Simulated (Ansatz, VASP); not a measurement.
# Si: VASP beside Ansatz

```
Si
1.0
     5.46952    0.00000    0.00000
     0.00000    2.73476   -2.73476
     2.05107    8.54613    7.86244
Si
12
Cartesian
  2.7348 2.0509 2.0509
  0.0000 4.7857 2.0509
  2.7348 4.7857 4.7857
  0.0000 7.5205 4.7857
  2.7348 7.5205 7.5205
  0.0000 2.0509 -0.6838
  4.1021 3.4183 3.4183
  1.3674 6.1531 3.4183
  4.1021 6.1531 6.1531
  1.3674 8.8878 6.1531
  4.1021 0.6836 0.6836
  1.3674 3.4183 0.6836
```

Alike in both runs: task single point; functional PBE; k mesh 5 × 7 × 3; occupations gaussian, width 0.05 eV; no spin polarisation.

```csv
,VASP,Ansatz
version,VASP 6.6.1,Ansatz 0.2.0
potentials or method,"VASP PAW PBE potentials, release 64 (Si), cutoff 520 eV","scalar-relativistic, plane waves, PAW"
valence electrons in the cell,48,48
```

|  | VASP | Ansatz | Ansatz less VASP |
| --- | --- | --- | --- |
| gap on the k mesh at the Fermi level (eV) | none | none | - |
| pressure (GPa) | 1.9 | 2.0 | +0.08 |
| traceless stress, the component that is largest in VASP (GPa) | -4.31 | -4.30 | +0.007 |
| rms of the force components (eV/Å) | 1.161 | 1.169 | +0.0081 |

Atom by atom the forces differ by 0.009 eV/Å (rms over components). A gap of «none» marks a metal or a gap that the smearing closes.
